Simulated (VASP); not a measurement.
# AlNi (Pm-3m) in VASP: single point with PBE

Aim: the single point of AlNi with PBE.

All numbers are computed with VASP 6.6.1; they aren't measurements. Logs are shortened: lines on timing, memory, paths and dates and some standing lists are left out, and cuts for length are marked.

**1. The cell of the first run**

Symmetry: Pm-3m, No. 221, cubic system. Conventional cell: a = 2.893 Å, b = 2.893 Å, c = 2.893 Å, α = 90.00°, β = 90.00°, γ = 90.00°. Within 3.3 Å of Al (site symmetry m-3m) lie 8 Ni at 2.51 Å and 6 Al at 2.89 Å. Ni (site symmetry m-3m) has 8 Al at 2.51 Å and 6 Ni at 2.89 Å within 3.3 Å.

**2. Single point, PBE**

File INCAR:

```
SYSTEM = AlNi
PREC = Accurate
ENCUT = 520
EDIFF = 1E-6
ISMEAR = 0
SIGMA = 0.1
LREAL = .FALSE.
LASPH = .TRUE.
NELM = 60
ALGO = Normal
ISIF = 2
LWAVE = .FALSE.
LCHARG = .FALSE.
GGA = PE
NBANDS = 21
```

File KPOINTS:

```
Automatic mesh
0
G
  12 8 8
  0 0 0
```

File POSCAR:

```
AlNi
1.0
    2.8930835334      0.0000000000      0.0000000000
    0.0000000000      4.0914379701      0.0000000000
    0.0000000000      0.0000000000      4.0914379701
Al Ni
2 2
Direct
    0.0000000000      0.0000000000      0.0000000000
    0.0000000000      0.5000000000      0.5000000000
    0.5000000000      0.5000000000      1.0000000000
    0.5000000000      1.0000000000      0.5000000000
```

Potentials or basis: VASP PAW PBE potentials, release 64 (Al, Ni).

Started as:

```sh
cat potpaw_PBE.64/Al/POTCAR potpaw_PBE.64/Ni/POTCAR > POTCAR
mpirun -np 1 vasp_std > vasp.out
```

OUTCAR:

```text
SYSTEM = AlNi
   PREC = Accurate
   ENCUT = 520
   EDIFF = 1E-6
   ISMEAR = 0
   LREAL = .FALSE.
   LASPH = .TRUE.
   NELM = 60
   ISIF = 2
   GGA = PE

 ion  position               nearest neighbor table
   1  0.000  0.000  0.000-   3 2.51   4 2.51   4 2.51   3 2.51   3 2.51   4 2.51   4 2.51   3 2.51
                             2 2.89   2 2.89   2 2.89   2 2.89
   2  0.000  0.500  0.500-   3 2.51   4 2.51   3 2.51   4 2.51   3 2.51   4 2.51   3 2.51   4 2.51
                             1 2.89   1 2.89   1 2.89   1 2.89
   3  0.500  0.500  0.000-   1 2.51   2 2.51   2 2.51   1 2.51   1 2.51   2 2.51   2 2.51   1 2.51
                             4 2.89   4 2.89   4 2.89   4 2.89
   4  0.500  0.000  0.500-   1 2.51   2 2.51   1 2.51   2 2.51   1 2.51   2 2.51   1 2.51   2 2.51
                             3 2.89   3 2.89   3 2.89   3 2.89

  LATTYP: Found a simple tetragonal cell.
 ALAT       =     4.0914379701
 C/A-ratio  =     0.7071067812

  Lattice vectors:

 A1 = (   0.0000000000,   4.0914379701,   0.0000000000)
 A2 = (   0.0000000000,   0.0000000000,   4.0914379701)
 A3 = (   2.8930835334,   0.0000000000,   0.0000000000)

Analysis of symmetry for initial positions (statically):
=====================================================================
 Subroutine PRICEL returns following result:

  LATTYP: Found a simple cubic cell.
 ALAT       =     2.8930835334

  Lattice vectors:

 A1 = (   2.8930835334,   0.0000000000,   0.0000000000)
 A2 = (   0.0000000000,   2.0457189851,  -2.0457189850)
 A3 = (   0.0000000000,   2.0457189851,   2.0457189851)

   2 primitive cells build up your supercell.

 Routine SETGRP: Setting up the symmetry group for a
 simple tetragonal supercell.

 Subroutine GETGRP returns: Found 16 space group operations
 (whereof 16 operations were pure point group operations)
 out of a pool of 16 trial point group operations.

The static configuration has the point symmetry D_4h.

Analysis of symmetry for dynamics (positions and initial velocities):
=====================================================================
 Subroutine PRICEL returns following result:

  LATTYP: Found a simple cubic cell.
 ALAT       =     2.8930835334

  Lattice vectors:

 A1 = (   2.8930835334,   0.0000000000,   0.0000000000)
 A2 = (   0.0000000000,   2.0457189851,  -2.0457189850)
 A3 = (   0.0000000000,   2.0457189851,   2.0457189851)

   2 primitive cells build up your supercell.

[... 106 lines left out ...]
   NELM   =     60;   NELMIN=  2; NELMDL= -5     # of ELM steps
   EDIFF  = 0.1E-05   stopping-criterion for ELM
   LREAL  =      F    real-space projection
   EDIFFG = 0.1E-04   stopping-criterion for IOM
   NSW    =      0    number of steps for IOM
   IBRION =     -1    ionic relax: 0-MD 1-quasi-New 2-CG
   NFREE  =      0    steps in history (QN), initial steepest desc. (CG)
   ISIF   =      2    stress and relaxation
   ISYM   =      2    0-nonsym 1-usesym 2-fastsym
   POTIM  = 0.5000    time-step for ionic-motion
   TEBEG  =    0.0;   TEEND  =   0.0 temperature during run
   PSTRESS=    0.0 pullay stress
   NELECT =      26.0000    total number of electrons
   NUPDOWN=      -1.0000    fix difference up-down
   EMIN   =  10.00;   EMAX   =-10.00  energy-range for DOS
   EFERMI =   0.00;   METHOD = LEGACY
   ISMEAR =     0;   SIGMA  =   0.10  broadening in eV -4-tet -1-fermi 0-gaus
   EFERMI_NEDOS =   21; number of points for ismear=-14 and -15
   IALGO  =     38    algorithm
   IMIX   =      4    mixing-type and parameters
     AMIX     =   0.40;   BMIX     =  1.00
     AMIX_MAG =   1.60;   BMIX_MAG =  1.00
  volume/ion in A,a.u.               =      12.11        81.71
  Fermi-wavevector in a.u.,A,eV,Ry     =   1.330541  2.514358 24.086934  1.770340
  Thomas-Fermi vector in A             =   2.459620
   LORBIT       =      0    0 simple, 1 ext, 2 COOP (PROOUT), +10 PAW based schemes
   GGA     = PE    functional components
   LHFCALC =     F    Hartree Fock is set to
   AEXX    =    0.0000 exact exchange contribution
   IVDW    =     0    specifies the selected vdW correction
   LEPSILON=     F    determine dielectric tensor
   LRPA    =     F    only Hartree local field effects (RPA)
 non-spin polarized calculation
 Gauss-broadening in eV      SIGMA  =   0.10
  energy-cutoff  :      520.00
  volume of cell :       48.43
 maximum number of plane-waves:      1320
 NGX is ok and might be reduce to    24
   NGX = 11   NGY = 15   NGZ = 15

 number of electron      26.0000032 magnetization

 Free energy of the ion-electron system (eV)
  ---------------------------------------------------
  ext. energy  EPLUGINS =         0.00000000
  ---------------------------------------------------
  free energy    TOTEN  =       -21.08213340 eV

  energy without entropy =      -21.07300973  energy(sigma->0) =      -21.07757156

 E-fermi :   9.8743     XC(G=0): -11.9879

 val. band max:        9.8528128334   @ k =   0.3333   0.1250   0.1250
 cond. band min:       9.8828424104   @ k =   0.2500   0.1250   0.0000
 fundamental gap:      0.0300295771
 Fermi energy:         9.8743499303

 k-point     1 :       0.0000    0.0000    0.0000
  band No.  band energies     occupation
      1      -1.1854      2.00000
      2       4.6160      2.00000
      3       6.5519      2.00000
      4       6.6955      2.00000
      5       6.7008      2.00000
      6       7.0109      2.00000
[... 565 lines left out ...]
     20      21.2786      0.00000
     21      21.8739      0.00000

 [... further k-points ...]

------------------------ aborting loop because EDIFF is reached ----------------------------------------

  FORCE on cell =-STRESS in cart. coord.  units (eV):
  Direction    XX          YY          ZZ          XY          YZ          ZX
  --------------------------------------------------------------------------------------
  -------------------------------------------------------------------------------------
  Total       -0.0264667      0.0681488      0.0681488      0.0000000      0.0000000      0.0000000
  in kB       -0.8755835      2.2545278      2.2545278      0.0000000      0.0000000      0.0000000
  external PRESSURE =       1.2111573 kB  Pullay stress =       0.0000000 kB

 VOLUME and BASIS-vectors are now :
 -----------------------------------------------------------------------------
  energy-cutoff  :      520.00
  volume of cell :       48.43
      direct lattice vectors                 reciprocal lattice vectors
     2.893083533  0.000000000  0.000000000     0.345651962  0.000000000  0.000000000
     0.000000000  4.091437970  0.000000000     0.000000000  0.244412846  0.000000000
     0.000000000  0.000000000  4.091437970     0.000000000  0.000000000  0.244412846

 POSITION                                       TOTAL-FORCE (eV/Angst)
 -----------------------------------------------------------------------------------
      0.00000      0.00000      0.00000         0.000000      0.000000      0.000000
      0.00000      2.04572      2.04572         0.000000      0.000000      0.000000
      1.44654      2.04572      0.00000         0.000000      0.000000      0.000000
      1.44654      0.00000      2.04572         0.000000      0.000000     -0.000000
 -----------------------------------------------------------------------------------
    total drift:                                0.000000     -0.000000     -0.000000

  FREE ENERGIE OF THE ION-ELECTRON SYSTEM (eV)
  ---------------------------------------------------
  free  energy   TOTEN  =       -21.0821333970 eV

  energy  without entropy=      -21.0730097324  energy(sigma->0) =      -21.07757156
```

OSZICAR:

```text
N       E                     dE             d eps       ncg     rms          rms(c)
DAV:   1     0.126403373702E+03    0.12640E+03   -0.11211E+04  4418   0.139E+03
DAV:   2    -0.178517217521E+02   -0.14426E+03   -0.13700E+03  4445   0.266E+02
DAV:   3    -0.237966485731E+02   -0.59449E+01   -0.58093E+01  5282   0.680E+01
DAV:   4    -0.239131784193E+02   -0.11653E+00   -0.11643E+00  5064   0.842E+00
DAV:   5    -0.239175149224E+02   -0.43365E-02   -0.43363E-02  5382   0.171E+00    0.167E+01
DAV:   6    -0.276538233990E+02   -0.37363E+01   -0.45568E+01  4956   0.125E+02    0.225E+01
DAV:   7    -0.211230708196E+02    0.65308E+01   -0.16598E+01  4945   0.766E+01    0.162E+00
DAV:   8    -0.211119333697E+02    0.11137E-01   -0.80777E-01  6024   0.925E+00    0.148E+00
DAV:   9    -0.210831000836E+02    0.28833E-01   -0.69013E-02  5469   0.411E+00    0.304E-01
DAV:  10    -0.210821323525E+02    0.96773E-03   -0.31577E-03  6587   0.813E-01    0.110E-01
DAV:  11    -0.210821379458E+02   -0.55933E-05   -0.11411E-04  5053   0.821E-02    0.425E-02
DAV:  12    -0.210821340860E+02    0.38597E-05   -0.13367E-05  5707   0.604E-02    0.491E-03
DAV:  13    -0.210821333970E+02    0.68904E-06   -0.68041E-07  2803   0.126E-02
   1 F= -.21082133E+02 E0= -.21077572E+02  d E =-.912366E-02
```

Run time: 2.1 min. Hardware: 1 thread of Intel Xeon 8259CL, shared host; peak memory 0.22 GiB.

What came out:

```yaml
Free_energy: -21.0821 eV
Pressure: 0.1 GPa
Band_gap_on_the_k_mesh: zero (bands 13 and 14 overlap by 3.24 eV)
```

The gap in the log of VASP goes by the Fermi energy; the results here count the filled bands.